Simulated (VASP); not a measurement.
Here is a VASP 6.6.1 calculation.

The input INCAR:

```
SYSTEM = As
ALGO = Normal ; EDIFF = 1E-6
EDIFFG = -0.005 ; ENCUT = 600
GGA = PE ; IBRION = 2
ISIF = 3 ; ISMEAR = -1
LASPH = .True. ; LCHARG = .False.
LREAL = .False. ; LWAVE = .False.
NELM = 60 ; NSW = 60
PREC = Accurate ; PSTRESS = 300.0
SIGMA = 0.1
```

File KPOINTS:

```
k-points
0
Gamma
  16 16 16
  0 0 0
```

POSCAR

```
As
1.0
   -2.4231439376      2.4231439376      1.3327291657
    2.4231439376     -2.4231439376      1.3327291657
    2.4231439376      2.4231439376     -1.3327291657
As
2
Direct
   -0.3750000000     -0.1250000000     -0.2500000000
    0.3750000000      0.1250000000      0.2500000000
```

Potentials or basis: VASP PAW PBE potentials, release 64 (As).

Run with:

```bash
$ cat potpaw_PBE.64/As/POTCAR > POTCAR
$ mpirun -np 1 vasp_std > vasp.out
```

Question: Estimate the relaxed volume.

Answer: 16.13 Å³/atom.

Question: Predict the relaxed cell.

Answer: a = 3.748 Å, b = 3.748 Å, c = 3.748 Å, α = 96.98°, β = 96.98°, γ = 139.19°.

Question: Estimate the band gap on the k mesh.

Answer: Zero (band 5 reaches 13.61 eV, above the bottom of band 6 at 5.46 eV).

Step by step:
| step | energy change (eV) | largest force (eV/Å) | pressure (GPa) | volume (Å³) |
| --- | --- | --- | --- | --- |
| 1 | 0.0000 | 0.0000 | 36.47 | 31.30 |
| 2 | -0.5245 | 0.0000 | 19.63 | 34.24 |
| 3 | -0.2584 | 0.0000 | 28.61 | 32.52 |
| 4 | -0.2398 | 0.0000 | 29.45 | 32.35 |
| 5 | -0.2352 | 0.0000 | 29.59 | 32.33 |
| 6 | -0.2031 | 0.0000 | 30.62 | 32.16 |
| 7 | -0.2224 | 0.0000 | 30.00 | 32.26 |

Caveat: the cell is relaxed towards a set pressure, so the enthalpy falls and the energy may rise.
